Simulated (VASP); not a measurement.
Here is a VASP 6.6.1 calculation.

The input POSCAR:

```
H20CO9
1.0
    6.7459970000      0.0000000000      0.0000000000
    0.0000000000      6.7459970000      0.0000000000
    0.0000000000      0.0000000000      6.7459970000
O H C
9 20 1
Direct
    0.0700563608      0.1269938306      0.5073675544
    0.8022535438      0.8790546453      0.0040764916
    0.2428996040      0.5993776754      0.3040173306
    0.5557221564      0.5409281979      0.0409427991
    0.3910615436      0.3847022167      0.6534393656
    0.9333238660      0.3635785785      0.1595909396
    0.0068040350      0.7648535865      0.6752745369
    0.6403352981      0.0912392935      0.3659058846
    0.4798697657      0.0167803217      0.7712425606
   -0.0469018886      0.1725912419      0.4476432468
    0.1538245570      0.2328936701      0.5374150033
    0.8889568139      0.8255117813     -0.0979840341
    0.7416694671      0.7629709886      0.0415357433
    0.1969760734      0.7281503386      0.2662764303
    0.1428995595      0.5206939760      0.2434036066
    0.4857547372      0.5429442082     -0.0836940781
    0.4504004375      0.5659800916      0.1310999694
    0.4490811366      0.4453752351      0.5412691408
    0.4301217448      0.2483546909      0.6760157172
    0.8144978422      0.4323897565      0.1097688007
    0.9483846494      0.2499259931      0.0715980158
    0.0278387316      0.8926330682      0.6115033849
    0.1298696101      0.7170771051      0.6694488598
    0.6030835768     -0.0189000973      0.4559148188
    0.7101693048      0.0423510417      0.2401127661
    0.2030982225      0.0893270483      0.8626597373
    0.6093984329     -0.0196857485      0.8152390225
    0.3213609493     -0.0748443855      1.0404837120
    0.3888528264      0.1885414417      1.0372076952
    0.3339758378      0.0552031079      0.9433446235
```

The input INCAR.step1:

```
SYSTEM = H20CO9
PREC     = Accurate       ! precision mode
ENCUT    = 520            ! plane-wave cutoff, eV
ISMEAR   = -1             ! smearing method
SIGMA    = 0.02           ! smearing width, eV
LREAL    = Auto         
LASPH    = .True.         ! aspherical terms in the spheres
NELM     = 80             ! most SCF steps
NBANDS   = 60             ! bands
GGA      = PE             ! functional
ALGO     = Normal         ! electronic algorithm
EDIFF    = 1E-4           ! SCF threshold, eV
LWAVE    = .True.         ! write WAVECAR
LCHARG   = .False.        ! write CHGCAR
```

Contents of INCAR.step2:

```
SYSTEM = H20CO9
PREC     = Accurate       ! precision mode
ENCUT    = 520            ! plane-wave cutoff, eV
EDIFF    = 1E-6           ! SCF threshold, eV
ISMEAR   = -1             ! smearing method
SIGMA    = 0.02           ! smearing width, eV
LREAL    = Auto         
LASPH    = .True.         ! aspherical terms in the spheres
NELM     = 80             ! most SCF steps
ALGO     = Normal         ! electronic algorithm
ISIF     = 2              ! what is computed and relaxed
LWAVE    = .False.        ! write WAVECAR
LCHARG   = .False.        ! write CHGCAR
METAGGA  = R2SCAN         ! meta-GGA
LMIXTAU  = .True.       
NBANDS   = 60             ! bands
ISTART   = 1
```

KPOINTS

```
Automatic mesh
0
Gamma
  1 1 1
  0 0 0
```

Potentials or basis: VASP PAW PBE potentials, release 64 (O, H, C).

The run is started by

```sh
$ cat potpaw_PBE.64/O/POTCAR potpaw_PBE.64/H/POTCAR potpaw_PBE.64/C/POTCAR > POTCAR
$ cp INCAR.step1 INCAR
$ mpirun -np 1 vasp_gam > vasp.out
$ cp INCAR.step2 INCAR
$ mpirun -np 1 vasp_gam > vasp.out
```

**Question.** Estimate the band gap on the k mesh.

**Answer.** 5.37 eV.

**Question.** What does it give for the largest force?

**Answer.** 5.259 eV/Å.

**Question.** Estimate the pressure.

**Answer.** 0.9 GPa.

Stress tensor (GPa, compression positive):
```
 2.77 -0.11  1.11
-0.11  1.47 -1.54
 1.11 -1.54 -1.49
```

Caveat: the k points lie up to 0.93 Å⁻¹ apart; the PAW data sets were made with another functional, which shifts forces and pressure a little.
